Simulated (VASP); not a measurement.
Wanted: the native input for a VASP 6.6.1 run.

- Task: single point
- Functional: PBEsol
- Potentials or basis: VASP PAW PBE potentials, release 64 (Cu)
- Cutoff: 520 eV
- k mesh: 25 × 25 × 25
- Occupations: fermi-dirac, width 0.1 eV
- Spin: no spin polarisation
- Dipole correction: no
- Further INCAR settings: ALGO = Normal; EDIFF = 1e-06; NBANDS = 12

The structure of Cu lies in POSCAR:

```
Cu
1.0
    0.0000000000      1.7573221069      1.7573221069
    1.7573221069      0.0000000000      1.7573221069
    1.7573221069      1.7573221069      0.0000000000
Cu
1
Direct
    0.0000000000      0.0000000000      0.0000000000
```

The input as run:

INCAR

```
PREC = Accurate
ENCUT = 520
EDIFF = 1E-6
ISMEAR = -1
SIGMA = 0.1
LREAL = False
LASPH = True
NELM = 100
ALGO = Normal
ISIF = 2
LWAVE = False
LCHARG = True
GGA = PS
LELF = True
LVHAR = True
NBANDS = 12
```

KPOINTS

```
regular mesh
0
Gamma
  25 25 25
```

Potentials or basis: VASP PAW PBE potentials, release 64 (Cu).

Command:

```sh
$ cat potpaw_PBE.64/Cu/POTCAR > POTCAR
$ mpirun -np 1 vasp_std > vasp.out
```

It gave:

```yaml
Pressure: 8.5 GPa
Band_gap_on_the_k_mesh: zero (an odd number of electrons rules out a gap without spin polarisation)
```

Caveat: the cell stands under pressure; the PAW data sets were made with another functional, which shifts forces and pressure a little.

Run time: 58 s on 1 thread of Intel Xeon 8259CL (shared host), peak memory 0.17 GiB.
